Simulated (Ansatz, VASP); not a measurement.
Given: the input of a run of VASP 6.6.1 on Pd.

Contents of POSCAR:

```
Pd
1.0
   -1.5929712806      1.5929712806      1.5929712806
    1.5929712806     -1.5929712806      1.5929712806
    1.5929712806      1.5929712806     -1.5929712806
Pd
1
Direct
    0.0000000000      0.0000000000      0.0000000000
```

File INCAR.step1:

```
SYSTEM = Pd
ALGO = Normal
EDIFF = 1E-5
ENCUT = 520
GGA = PE
ISIF = 2
ISMEAR = -1
LASPH = .True.
LREAL = .False.
LWAVE = .True.
NBANDS = 11
NELM = 60
PREC = Accurate
SIGMA = 0.05
```

INCAR.step2

```
SYSTEM = Pd
AEXX = 0.25
ALGO = Normal
EDIFF = 1E-7
ENCUT = 520
GGA = PE
ISIF = 2
ISMEAR = -1
ISTART = 1
LASPH = .True.
LCHARG = .True.
LELF = .True.
LHFCALC = .True.
LREAL = .False.
LVHAR = .True.
LWAVE = .False.
NBANDS = 11
NELM = 60
PREC = Accurate
PRECFOCK = Normal
SIGMA = 0.05
```

Contents of KPOINTS:

```
k-points
0
Gamma
  6 6 6
  0 0 0
```

Potentials or basis: VASP PAW PBE potentials, release 64 (Pd).

Launch:

```bash
$ cat potpaw_PBE.64/Pd/POTCAR > POTCAR
$ cp INCAR.step1 INCAR
$ mpirun -np 1 vasp_std > vasp.out
$ cp INCAR.step2 INCAR
$ mpirun -np 1 vasp_std > vasp.out
```

Q: Translate it to Ansatz 0.2.0. Potentials there: Ansatz PAW.

A: As run (the cutoff follows the program's own potentials):

File input.yaml:

```yaml
crystal:
  lattice:
    - [-1.5929712806, 1.5929712806, 1.5929712806]
    - [1.5929712806, -1.5929712806, 1.5929712806]
    - [1.5929712806, 1.5929712806, -1.5929712806]
  atoms:
    - { symbol: Pd, position: [0.0, 0.0, 0.0] }
hamiltonian:
  xc: pbe0
  pseudopotentials: { kind: paw }
kpoints:
  mp_grid: { grid: [6, 6, 6] }
scf:
  occupations: { method: fermi_dirac, width: 0.05 }
output:
  forces: true
  stress: true
  eigenvalues: true
```

Potentials or basis: Ansatz PAW.

The run is started by

```console
$ ansatz run input.yaml --threads 2 --pin off --max-ram 5632MiB --backend cpu --events-out ev --progress --plain --runs-dir out
```

Both were run:

|  | VASP | Ansatz | Ansatz less VASP |
| --- | --- | --- | --- |
| gap on the k mesh at the Fermi level (eV) | none | none | - |
| pressure (GPa) | -11.8 | -12.0 | -0.18 |

A gap of «none» marks a metal or a gap that the smearing closes. With one functional, cell and mesh, what is left measures potentials, basis and numerics. VASP's potentials hold 10 valence electrons a cell and Ansatz's 18, so a difference there can come from the potentials and not from the codes.

The k mesh is coarse, so the values compare programs but aren't converged.
